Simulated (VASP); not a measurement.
Write the native input for VASP 6.6.1 that does the following.

```yaml
Task: relaxation of cell and atoms
Functional: PBE
Dispersion: D3(BJ)
Potentials_or_basis: VASP PAW PBE potentials, release 64 (Pt)
Cutoff: 600 eV
k_mesh: 18 × 18 × 18
Occupations: gaussian, width 0.1 eV
Spin: no spin polarisation
Dipole_correction: no
Further_INCAR_settings: ALGO = Normal; EDIFF = 1e-06; IBRION = 2; EDIFFG = -0.005; NSW = 100; ISIF = 3
```

The structure of Pt lies in POSCAR:

```
Pt
1.0
    0.0000000000      1.9579000000      1.9579000000
    1.9579000000      0.0000000000      1.9579000000
    1.9579000000      1.9579000000      0.0000000000
Pt
1
Direct
    0.0000000000      0.0000000000      0.0000000000
```

The input as run:

INCAR

```
ALGO = Normal
EDIFF = 1E-6
EDIFFG = -0.005
ENCUT = 600
GGA = PE
IBRION = 2
ISIF = 3
ISMEAR = 0
IVDW = 12
LASPH = True
LCHARG = False
LREAL = False
LWAVE = False
NELM = 80
NSW = 100
PREC = Accurate
SIGMA = 0.1
```

KPOINTS

```
k-points
0
Gamma
  18 18 18
```

Potentials or basis: VASP PAW PBE potentials, release 64 (Pt).

Run with:

```sh
$ cat potpaw_PBE.64/Pt/POTCAR > POTCAR
$ mpirun -np 1 vasp_std > vasp.out
```

It gave:

```json
{
 "Relaxed volume": "15.13 Å³/atom",
 "Relaxed cell": "a = 2.776 Å, b = 2.776 Å, c = 2.776 Å, α = 60.00°, β = 60.00°, γ = 60.00°",
 "Space group after relaxing (to 0.05 Å)": "Fm-3m (No. 225)",
 "Energy gained by relaxing": "0.9 meV/atom",
 "Ionic steps": "3",
 "Pressure after relaxing": "0.0 GPa",
 "Band gap on the k mesh": "zero (band 5 reaches 11.69 eV, above the bottom of band 6 at 9.47 eV)",
 "Dispersion energy per atom": "-0.776 eV"
}
```

Caveat: spin-orbit coupling is left out, which moves the levels of the heavy elements; pairwise dispersion overbinds metals, which lowers pressure and volume.

It took 63 s on 1 thread of AMD EPYC 7R43 64-Core Processor (Zen 3), with other jobs on the host, peak memory 0.15 GiB.
